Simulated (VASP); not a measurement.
Write the native input for VASP 6.6.1 that does the following.

* Task: single point
* Functional: PBEsol
* Potentials or basis: VASP PAW PBE potentials, release 64 (Nb_sv, Ti_sv)
* Cutoff: 500 eV
* k mesh: 6 × 6 × 4
* Occupations: gaussian, width 0.1 eV
* Spin: no spin polarisation
* Dipole correction: no
* Further INCAR settings: ALGO = Normal; EDIFF = 1e-06; NBANDS = 20

The structure of TiNb lies in POSCAR:

```
TiNb
1.0
    3.0673426621      0.0000000000      0.0000000000
    0.0000000000      3.0673426621      0.0000000000
    0.0000000000      0.0000000000      4.1376133081
Nb Ti
1 1
Direct
    0.5000000000      0.5000000000      0.5000000000
    0.0000000000      0.0000000000      0.0000000000
```

This cell differs from its parent crystal: Zr replaced by Nb, lengths x 0.980, strained.

The input as run:

INCAR

```
SYSTEM = TiNb
PREC = Accurate ; ENCUT = 500
EDIFF = 1E-6 ; ISMEAR = 0
SIGMA = 0.1 ; LREAL = .False.
LASPH = .True. ; NELM = 120
ALGO = Normal ; ISIF = 2
LWAVE = .False. ; LCHARG = .False.
GGA = PS ; NBANDS = 20
GGA_COMPAT = .False.
```

KPOINTS

```
regular mesh
0
Gamma
  6 6 4
  0 0 0
```

Potentials or basis: VASP PAW PBE potentials, release 64 (Nb_sv, Ti_sv).

Run with:

```sh
$ cat potpaw_PBE.64/Nb_sv/POTCAR potpaw_PBE.64/Ti_sv/POTCAR > POTCAR
$ mpirun -np 1 vasp_std > vasp.out
```

Results of the run:

The pressure is -14.2 GPa.

Caveat: the k points lie up to 0.38 Å⁻¹ apart; the cell differs from its parent crystal (Zr replaced by Nb, lengths x 0.980, strained); the PAW data sets were made with another functional, which shifts forces and pressure a little.

Wall time 36 s on 1 thread of Intel Xeon 8259CL, on a shared host, peak memory 0.16 GiB.
